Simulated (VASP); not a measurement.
# HfSiO4 (Cm) in VASP: single point with PBEsol

Aim: the single point of HfSiO4 with PBEsol.

Everything below comes from runs of VASP 6.6.1. Logs are shortened: lines on timing, memory, paths and dates and some standing lists are left out, and cuts for length are marked.

## (1) The cell of the first run

It takes space group Cm (No. 8, monoclinic). The conventional cell has a = 9.848 Å, b = 3.563 Å, c = 6.745 Å, α = 90.00°, β = 97.34°, γ = 90.00°. Hf (site symmetry m) has 8 O at 2.05 to 2.57 Å within 2.7 Å. Hf (site symmetry m) has 9 O at 2.09 to 2.48 Å and 4 Si at 2.88 to 2.89 Å within 2.9 Å. Si (site symmetry m) has 6 O at 1.74 to 1.80 Å within 2.3 Å. Si (site symmetry m) has 6 O at 1.68 to 1.79 Å within 2.2 Å. O (site symmetry m) has 1 Si at 1.75 Å and 2 Hf at 2.05 Å within 2.3 Å. O (site symmetry m) has 1 Si at 1.80 Å and 3 Hf at 2.27 to 2.48 Å and 5 O at 2.40 to 2.57 Å within 2.6 Å. Within 2.7 Å of O (site symmetry m) lie 2 Si at 1.76 to 1.78 Å and 1 Hf at 2.05 Å and 8 O at 2.32 to 2.60 Å. O (site symmetry m) has 2 Si at 1.78 Å and 2 Hf at 2.29 to 2.57 Å and 8 O at 2.47 to 2.56 Å within 2.6 Å.

## (2) Single point, PBEsol

INCAR reads:

```
PREC = Accurate
ENCUT = 520
EDIFF = 1E-6
ISMEAR = -1
SIGMA = 0.05
LREAL = F
LASPH = T
NELM = 80
ALGO = Normal
ISIF = 2
LWAVE = F
LCHARG = T
GGA = PS
LELF = T
LVHAR = T
NBANDS = 50
```

KPOINTS reads:

```
regular mesh
0
Gamma
  6 4 4
```

POSCAR reads:

```
HfSiO4
1.0
    3.5220460751     -0.0146843458      0.5378109893
   -0.0290215912      6.7344571115      0.3736080016
    1.0211281025      0.3502296806      5.1240603370
Hf Si O
2 2 8
Direct
   -0.2168262486      0.0084610031     -0.0543775177
    0.1585541797      0.5304497530      0.1948840418
    0.5154578256      0.2382449252      0.4810639305
    0.5015087494      0.7473551569      0.5089744374
    0.3409298689      0.1441269498      0.8301135521
    0.6942023924      0.3360576083      0.1235698132
    0.5744952742      0.0027753805      0.3629902854
    0.0112596849      0.2397117609      0.4894596556
    0.3368586945      0.7878524906      0.8382851673
    0.6792464582      0.7141593868      0.1535033733
    0.4824492519      0.4851439338      0.5470726471
    0.0167007692      0.7353709781      0.4785874548
```

Potentials or basis: VASP PAW PBE potentials, release 64 (Hf_pv, Si, O).

Run with:

```bash
> cat potpaw_PBE.64/Hf_pv/POTCAR potpaw_PBE.64/Si/POTCAR potpaw_PBE.64/O/POTCAR > POTCAR
> mpirun -np 1 vasp_std > vasp.out
```

OUTCAR:

```text
PREC = Accurate
   ENCUT = 520
   EDIFF = 1E-6
   ISMEAR = -1
   LREAL = F
   LASPH = T
   NELM = 80
   ISIF = 2
   GGA = PS

 ion  position               nearest neighbor table
   1  0.783  0.008  0.946-   5 2.05   5 2.05   7 2.05  10 2.11   9 2.42   9 2.42   6 2.48   8 2.57
                             4 3.09   3 3.15   3 3.15   3 3.22   4 3.44   4 3.44   2 3.75   2 3.75
   2  0.159  0.530  0.195-  12 2.09  10 2.16  10 2.16   6 2.27   6 2.27   8 2.29   9 2.31  11 2.48
                            11 2.48   4 2.88   4 2.88   3 2.89   3 2.89   4 3.51   1 3.75   1 3.75
   3  0.515  0.238  0.481-  11 1.74   5 1.75   7 1.76   8 1.78   8 1.78   6 1.80   2 2.89   2 2.89
                             1 3.15   1 3.15   1 3.22
   4  0.502  0.747  0.509-   9 1.68  11 1.75   7 1.78  12 1.79  12 1.79  10 1.79   2 2.88   2 2.88
                             1 3.09   1 3.44   1 3.44   2 3.51
   5  0.341  0.144  0.830-   3 1.75   1 2.05   1 2.05
   6  0.694  0.336  0.124-   3 1.80   2 2.27   2 2.27   1 2.48
   7  0.574  0.003  0.363-   3 1.76   4 1.78   1 2.05
   8  0.011  0.240  0.489-   3 1.78   3 1.78   2 2.29   1 2.57
   9  0.337  0.788  0.838-   4 1.68   2 2.31   1 2.42   1 2.42
  10  0.679  0.714  0.154-   4 1.79   1 2.11   2 2.16   2 2.16
  11  0.482  0.485  0.547-   3 1.74   4 1.75   2 2.48   2 2.48
  12  0.017  0.735  0.479-   4 1.79   4 1.79   2 2.09

  LATTYP: Found a base centered monoclinic cell.
 ALAT       =     9.8484172715
 B/A-ratio  =     0.3617739872
 C/A-ratio  =     0.6848689227
 COS(beta)  =    -0.1277640696

  Lattice vectors:

 A1 = (   2.5009179726,  -0.3649140264,  -4.5862493477)
 A2 = (  -1.0211281025,  -0.3502296806,  -5.1240603370)
 A3 = (  -0.0290215912,   6.7344571115,   0.3736080016)

Analysis of symmetry for initial positions (statically):
=====================================================================
 Subroutine PRICEL returns:
 Original cell was already a primitive cell.

 Routine SETGRP: Setting up the symmetry group for a
 base centered monoclinic supercell.

 Subroutine GETGRP returns: Found  1 space group operations
 (whereof  1 operations were pure point group operations)
 out of a pool of  4 trial point group operations.

The static configuration has the point symmetry C_1 .

Analysis of symmetry for dynamics (positions and initial velocities):
=====================================================================
 Subroutine PRICEL returns:
 Original cell was already a primitive cell.

 Routine SETGRP: Setting up the symmetry group for a
 base centered monoclinic supercell.

 Subroutine GETGRP returns: Found  1 space group operations
 (whereof  1 operations were pure point group operations)
 out of a pool of  4 trial point group operations.

The dynamic configuration has the point symmetry C_1 .

 Subroutine INISYM returns: Found  1 space group operations
 (whereof  1 operations are pure point group operations),
 and found     1 'primitive' translations

----------------------------------------------------------------------------------------

                                     Primitive cell

  volume of cell :     117.3654

  direct lattice vectors                    reciprocal lattice vectors
     3.522046075 -0.014684346  0.537810989     0.292904926  0.004517599 -0.058679178
    -0.029021591  6.734457112  0.373608002     0.002245983  0.149089906 -0.010637882
     1.021128103  0.350229681  5.124060337    -0.030906468 -0.011344674  0.202092215

  length of vectors
     3.562901184  6.744874927  5.236540630     0.298759017  0.149485816  0.204756379

  position of ions in fractional coordinates (direct lattice)
     0.783173751  0.008461003  0.945622482
     0.158554180  0.530449753  0.194884042
     0.515457826  0.238244925  0.481063930
     0.501508749  0.747355157  0.508974437
     0.340929869  0.144126950  0.830113552
     0.694202392  0.336057608  0.123569813
     0.574495274  0.002775380  0.362990285
     0.011259685  0.239711761  0.489459656
     0.336858695  0.787852491  0.838285167
     0.679246458  0.714159387  0.153503373
     0.482449252  0.485143934  0.547072647
     0.016700769  0.735370978  0.478587455

  ion indices of the primitive-cell ions
   primitive index   ion index
                 1           1
                 2           2
                 3           3
                 4           4
                 5           5
                 6           6
                 7           7
                 8           8
                 9           9
                10          10
                11          11
                12          12

----------------------------------------------------------------------------------------

 KPOINTS: regular mesh

Automatic generation of k-mesh.
 Grid dimensions read from file:
 generate k-points for:    6    4    4

 Generating k-lattice:

  Cartesian coordinates                     Fractional coordinates (reciprocal lattice)
     0.048817488  0.000752933 -0.009779863     0.166666667  0.000000000  0.000000000
     0.000561496  0.037272477 -0.002659470    -0.000000000  0.250000000  0.000000000
    -0.007726617 -0.002836169  0.050523054     0.000000000  0.000000000  0.250000000

  Length of vectors
     0.049793170  0.037371454  0.051189095

  Shift w.r.t. Gamma in fractional coordinates (k-lattice)
     0.000000000  0.000000000  0.000000000

 -----------------------------------------------------------------------------
|                                                                             |
|           W    W    AA    RRRRR   N    N  II  N    N   GGGG   !!!           |
|           W    W   A  A   R    R  NN   N  II  NN   N  G    G  !!!           |
|           W    W  A    A  R    R  N N  N  II  N N  N  G       !!!           |
|           W WW W  AAAAAA  RRRRR   N  N N  II  N  N N  G  GGG   !            |
|           WW  WW  A    A  R   R   N   NN  II  N   NN  G    G                |
|           W    W  A    A  R    R  N    N  II  N    N   GGGG   !!!           |
|                                                                             |
|     Your reciprocal lattice and k-lattice belong to different lattice       |
|     classes:                                                                |
|                                                                             |
|        The reciprocal lattice is base-centered monoclinic,                  |
|        whereas your k-lattice is triclinic.                                 |
|                                                                             |
|     Results are often still useful ...                                      |
|                                                                             |
 -----------------------------------------------------------------------------

 WARNING: IBZKPT: internal override: KBLOWUP is changed to .FALSE.
      ... skipping the blow-up phase ...

 Subroutine IBZKPT returns following result:
 ===========================================

 Found     52 irreducible k-points:

 Following reciprocal coordinates:
            Coordinates               Weight
  0.000000  0.000000  0.000000      1.000000
  0.166667 -0.000000  0.000000      2.000000
  0.333333 -0.000000 -0.000000      2.000000
  0.500000 -0.000000 -0.000000      1.000000
 -0.000000  0.250000 -0.000000      2.000000
  0.166667  0.250000 -0.000000      2.000000
[... 16 lines left out ...]
  0.333333  0.250000  0.250000      2.000000
  0.500000  0.250000  0.250000      2.000000
 [... further k-points ...]
   k-points           NKPTS =     52   k-points in BZ     NKDIM =     52   number of bands    NBANDS=     50
   number of dos      NEDOS =    301   number of ions     NIONS =     12
   total plane-waves  NPLWV =  56000
   dimension x,y,z NGX =    28 NGY =   50 NGZ =   40
   dimension x,y,z NGXF=    56 NGYF=  100 NGZF=   80
   ions per type =               2   2   8
   NGX,Y,Z   is equivalent  to a cutoff of  13.06, 12.32, 12.70 a.u.
   NGXF,Y,Z  is equivalent  to a cutoff of  26.13, 24.65, 25.40 a.u.
 SYSTEM =  unknown system
   PREC   = accura    normal or accurate (medium, high low for compatibility)
   ISTART =      0    job   : 0-new  1-cont  2-samecut
   ICHARG =      2    charge: 1-file 2-atom 10-const
   ISPIN  =      1    spin polarized calculation?
   LNONCOLLINEAR =      F non collinear calculations
   LSORBIT =      F    spin-orbit coupling
   LASPH  =      T    aspherical Exc in radial PAW
   ENCUT  =  520.0 eV  38.22 Ry    6.18 a.u.   6.62 12.54  9.74*2*pi/ulx,y,z
   NELM   =     80;   NELMIN=  2; NELMDL= -5     # of ELM steps
   EDIFF  = 0.1E-05   stopping-criterion for ELM
   LREAL  =      F    real-space projection
   EDIFFG = 0.1E-04   stopping-criterion for IOM
   NSW    =      0    number of steps for IOM
   IBRION =     -1    ionic relax: 0-MD 1-quasi-New 2-CG
   NFREE  =      0    steps in history (QN), initial steepest desc. (CG)
   ISIF   =      2    stress and relaxation
   ISYM   =      2    0-nonsym 1-usesym 2-fastsym
   POTIM  = 0.5000    time-step for ionic-motion
   TEBEG  =    0.0;   TEEND  =   0.0 temperature during run
   PSTRESS=    0.0 pullay stress
   NELECT =      76.0000    total number of electrons
   NUPDOWN=      -1.0000    fix difference up-down
   EMIN   =  10.00;   EMAX   =-10.00  energy-range for DOS
   EFERMI =   0.00;   METHOD = LEGACY
   ISMEAR =    -1;   SIGMA  =   0.05  broadening in eV -4-tet -1-fermi 0-gaus
   EFERMI_NEDOS =   21; number of points for ismear=-14 and -15
   IALGO  =     38    algorithm
   IMIX   =      4    mixing-type and parameters
     AMIX     =   0.40;   BMIX     =  1.00
     AMIX_MAG =   1.60;   BMIX_MAG =  1.00
  volume/ion in A,a.u.               =       9.78        66.00
  Fermi-wavevector in a.u.,A,eV,Ry     =   1.416335  2.676485 27.293348  2.006004
  Thomas-Fermi vector in A             =   2.537680
   LORBIT       =      0    0 simple, 1 ext, 2 COOP (PROOUT), +10 PAW based schemes
   GGA     = PS    functional components
   LHFCALC =     F    Hartree Fock is set to
   AEXX    =    0.0000 exact exchange contribution
   IVDW    =     0    specifies the selected vdW correction
   LEPSILON=     F    determine dielectric tensor
   LRPA    =     F    only Hartree local field effects (RPA)
 non-spin polarized calculation
  energy-cutoff  :      520.00
  volume of cell :      117.37
 maximum number of plane-waves:      3180
 NGX is ok and might be reduce to    28
   NGX = 13   NGY = 25   NGZ = 19

 number of electron      76.0000012 magnetization

 Free energy of the ion-electron system (eV)
  ---------------------------------------------------
  ext. energy  EPLUGINS =         0.00000000
  ---------------------------------------------------
  free energy    TOTEN  =      -109.48833874 eV

  energy without entropy =     -109.48833874  energy(sigma->0) =     -109.48833874

 E-fermi :   6.3986     XC(G=0): -11.9019

 val. band max:        5.3655037993   @ k =   0.5000  -0.0000   0.2500
 cond. band min:       9.1261007417   @ k =   0.0000   0.5000   0.5000
 fundamental gap:      3.7605969424
 Fermi energy:         6.3985974585

 k-point     1 :       0.0000    0.0000    0.0000
  band No.  band energies     occupation
      1     -25.3043      2.00000
      2     -25.2185      2.00000
      3     -25.1750      2.00000
      4     -25.0245      2.00000
      5     -25.0220      2.00000
      6     -24.9668      2.00000
[... 42 lines left out ...]
     49      13.5186      0.00000
     50      13.8058      0.00000
[... 1217 lines left out ...]
     49      15.1518      0.00000
     50      15.4578      0.00000

 [... further k-points ...]

------------------------ aborting loop because EDIFF is reached ----------------------------------------

  FORCE on cell =-STRESS in cart. coord.  units (eV):
  Direction    XX          YY          ZZ          XY          YZ          ZX
  --------------------------------------------------------------------------------------
  -------------------------------------------------------------------------------------
  Total       -1.1728064     -1.0592232     -0.6162299     -0.0223968      0.1506325     -0.0857571
  in kB      -16.0101971    -14.4596514     -8.4122686     -0.3057424      2.0563116     -1.1706862
  external PRESSURE =     -12.9607057 kB  Pullay stress =       0.0000000 kB

 VOLUME and BASIS-vectors are now :
 -----------------------------------------------------------------------------
  energy-cutoff  :      520.00
  volume of cell :      117.37
      direct lattice vectors                 reciprocal lattice vectors
     3.522046075 -0.014684346  0.537810989     0.292904926  0.004517599 -0.058679178
    -0.029021591  6.734457112  0.373608002     0.002245983  0.149089906 -0.010637882
     1.021128103  0.350229681  5.124060337    -0.030906468 -0.011344674  0.202092215

 POSITION                                       TOTAL-FORCE (eV/Angst)
 -----------------------------------------------------------------------------------
      3.72373      0.37666      5.26979        -0.010015     -0.014519      0.065458
      0.74204      3.63822      1.28205        -0.009115      0.111855      0.062551
      2.29978      1.76536      2.83123        -0.002698     -0.009017      0.017450
      2.26438      5.20392      3.15695         0.006205     -0.007097     -0.040827
      2.04424      1.25634      4.49075        -0.017169     -0.123620      0.108177
      2.56144      2.29625      1.13208         0.005853      0.077061     -0.035415
      2.39398      0.13738      2.16999         0.021224     -0.010592     -0.139069
      0.53250      1.78559      2.60363         0.002025      0.040764     -0.013765
      2.01956      5.59440      4.77094        -0.027061      0.037741      0.177941
      2.52836      4.85326      1.41868         0.010455     -0.033930     -0.070173
      2.24376      3.45170      3.24395         0.008068      0.013479     -0.051805
      0.52618      5.11969      2.73603         0.012228     -0.082125     -0.080522
 -----------------------------------------------------------------------------------
    total drift:                               -0.000448     -0.000031      0.001004

  FREE ENERGIE OF THE ION-ELECTRON SYSTEM (eV)
  ---------------------------------------------------
  free  energy   TOTEN  =      -109.4883387412 eV

  energy  without entropy=     -109.4883387411  energy(sigma->0) =     -109.48833874
```

Run time: 3.6 min. Hardware: 1 thread of Intel Xeon Platinum 8488C (Sapphire Rapids), shared host; peak memory 0.38 GiB.

What came out:

| Quantity | Value |
| --- | --- |
| Free energy | -109.4883 eV |
| Pressure | -1.3 GPa |
| Largest force | 0.184 eV/Å |
| Band gap on the k mesh | 3.76 eV (least direct gap 3.82 eV) |

Forces in eV/Å, atoms in the order of the input:
```
Hf  -0.010 -0.015  0.065
Hf  -0.009  0.112  0.063
Si  -0.003 -0.009  0.017
Si   0.006 -0.007 -0.041
O   -0.017 -0.124  0.108
O    0.006  0.077 -0.035
O    0.021 -0.011 -0.139
O    0.002  0.041 -0.014
O   -0.027  0.038  0.178
O    0.010 -0.034 -0.070
O    0.008  0.013 -0.052
O    0.012 -0.082 -0.081
```

Caveat: the PAW data sets were made with another functional, which shifts forces and pressure a little; spin-orbit coupling is left out, which moves the levels of the heavy elements.
